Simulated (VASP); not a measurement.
A run of VASP 6.6.1 is set up as follows.

Contents of INCAR:

```
ALGO = Normal
EDIFF = 1E-7
ENCUT = 520
ISIF = 2
ISMEAR = 0
LASPH = T
LCHARG = F
LREAL = F
LWAVE = F
NBANDS = 64
NELM = 60
PREC = Accurate
SIGMA = 0.05
```

File KPOINTS:

```
k-points
0
Gamma
  6 6 6
```

File POSCAR:

```
SnO2
1.0
    2.8908860088      1.6690538154      4.4215137877
   -2.8908860088      1.6690538154      4.4215137877
    0.0000000000     -3.3381076308      4.4215137877
Sn O
4 8
Direct
    0.8645353782      0.8645353782      0.8645353782
    0.3648691645      0.3648691645      0.8648751974
    0.3648691645      0.8648751974      0.3648691645
    0.8648751974      0.3648691645      0.3648691645
    0.1199116729      0.6196051221      0.6196051221
    0.6196051221      0.1199116729      0.6196051221
    0.6196051221      0.6196051221      0.1199116729
    0.6099370359      0.6099370359      0.6099370359
    0.1198492242      0.1198492242      0.1198492242
    0.1096932183      0.1096932183      0.6100024814
    0.1096932183      0.6100024814      0.1096932183
    0.6100024814      0.1096932183      0.1096932183
```

Potentials or basis: VASP PAW LDA potentials, release 64 (Sn_d, O).

Run with:

```bash
$ cat potpaw_LDA.64/Sn_d/POTCAR potpaw_LDA.64/O/POTCAR > POTCAR
$ mpirun -np 1 vasp_std > vasp.out
```

(1) Predict the largest force.

(2) What does it give for the pressure?

(3) Predict the band gap on the k mesh.

## Answers

(1) 1.980 eV/Å.

(2) 55.7 GPa.

(3) 3.74 eV.

Caveat: the stress differs along the axes, from 23 to 72 GPa; spin-orbit coupling is left out, which moves the levels of the heavy elements; forces of over 1 eV/Å act on the atoms, so gaps and moduli don't describe the material at rest.
